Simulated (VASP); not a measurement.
Wanted: the native input for a VASP 6.6.1 run.

```
Task                   : single point
Functional             : r2SCAN
Potentials or basis    : VASP PAW PBE potentials, release 64 (Sn_d, Se)
Cutoff                 : 520 eV
k mesh                 : 6 × 6 × 4
Occupations            : gaussian, width 0.05 eV
Spin                   : no spin polarisation
Dipole correction      : no
Further INCAR settings : ALGO = Normal; EDIFF = 1e-06; NBANDS = 28
```

The system is SnSe, a slab with vacuum.

```
Sn Se
1.0
     4.28533    0.00000    0.00000
     0.00000    4.28533    0.00000
     0.00000    0.00000   10.99069
Sn Se
2 2
Cartesian
  2.1427 0.0000 4.0911
  0.0000 2.1427 6.8996
  2.4606 0.3179 6.7516
  0.0000 2.1427 4.2200
```

This cell differs from its parent crystal: atom 3 (Se) moved -0.450 Å towards its neighbour atom 2 (Sn) at 3.033 Å.

These files were run (other wordings do the same):

POSCAR

```
SnSe
1.0
    4.2853274191      0.0000000000      0.0000000000
    0.0000000000      4.2853274191      0.0000000000
    0.0000000000      0.0000000000     10.9906921300
Sn Se
2 2
Direct
    0.5000000000      0.0000000000      0.3722291100
    0.0000000000      0.5000000000      0.6277708900
    0.5741857864      0.0741857864      0.6142988837
    0.0000000000      0.5000000000      0.3839605100
```

INCAR.step1

```
PREC = Accurate
ENCUT = 520
ISMEAR = 0
SIGMA = 0.05
LREAL = False
LASPH = True
NELM = 60
NBANDS = 28
GGA = PE
ALGO = Normal
EDIFF = 1E-4
LWAVE = True
LCHARG = False
```

INCAR.step2

```
PREC = Accurate
ENCUT = 520
EDIFF = 1E-6
ISMEAR = 0
SIGMA = 0.05
LREAL = False
LASPH = True
NELM = 60
ALGO = Normal
ISIF = 2
LWAVE = False
LCHARG = False
METAGGA = R2SCAN
LMIXTAU = True
NBANDS = 28
ISTART = 1
```

KPOINTS

```
Automatic mesh
0
Gamma
  6 6 4
```

Potentials or basis: VASP PAW PBE potentials, release 64 (Sn_d, Se).

The run is started by

```console
$ cat potpaw_PBE.64/Sn_d/POTCAR potpaw_PBE.64/Se/POTCAR > POTCAR
$ cp INCAR.step1 INCAR
$ mpirun -np 1 vasp_std > vasp.out
$ cp INCAR.step2 INCAR
$ mpirun -np 1 vasp_std > vasp.out
```

Results of the run:

- Largest force: 1.426 eV/Å
- Band gap on the k mesh: 1.55 eV

Caveat: the cell differs from its parent crystal (atom 3 (Se) moved -0.450 Å towards its neighbour atom 2 (Sn) at 3.033 Å); the PAW data sets were made with another functional, which shifts forces and pressure a little; spin-orbit coupling is left out, which moves the levels of the heavy elements.

Run time: 6.1 min on 1 thread of Intel(R) Xeon(R) 6975P-C (Granite Rapids), with other jobs on the host, peak memory 0.47 GiB.
